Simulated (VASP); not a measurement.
Input of a VASP 6.6.1 run:

File INCAR:

```
  PREC = Accurate
  ENCUT = 520
  EDIFF = 1E-6
  ISMEAR = 0
  SIGMA = 0.05
  LREAL = False
  LASPH = True
  NELM = 150
  ALGO = Normal
  ISIF = 2
  LWAVE = False
  LCHARG = False
  ISPIN = 2
  MAGMOM = 2.83 2.83
  LORBIT = 11
  LMAXMIX = 6
  GGA = PE
  NBANDS = 33
```

Contents of KPOINTS:

```
regular mesh
0
Gamma
  14 14 8
```

Contents of POSCAR:

```
Er
1.0
    3.6774350754      0.0000000000      0.0000000000
   -1.8387175377      3.1847521960      0.0000000000
    0.0000000000      0.0000000000      5.8880695240
Er
2
Direct
    0.3333333333      0.6666666667      0.7500000000
    0.6666666667      0.3333333333      0.2500000000
```

Potentials or basis: VASP PAW PBE potentials, release 64 (Er).

The run is started by

```sh
$ cat potpaw_PBE.64/Er/POTCAR > POTCAR
$ mpirun -np 1 vasp_std > vasp.out
```

What does it give for the site moments?

Er +2.44 μB.

Predict the pressure.

0.0 GPa.

What does it give for the net moment?

5.17 μB per cell.

Stress tensor (GPa, compression positive):
```
 0.11  0.00  0.00
 0.00  0.11  0.00
 0.00  0.00 -0.19
```

Caveat: the magnetic or orbital state may not be the lowest. The state reached can hang on the start; a lower one may exist.
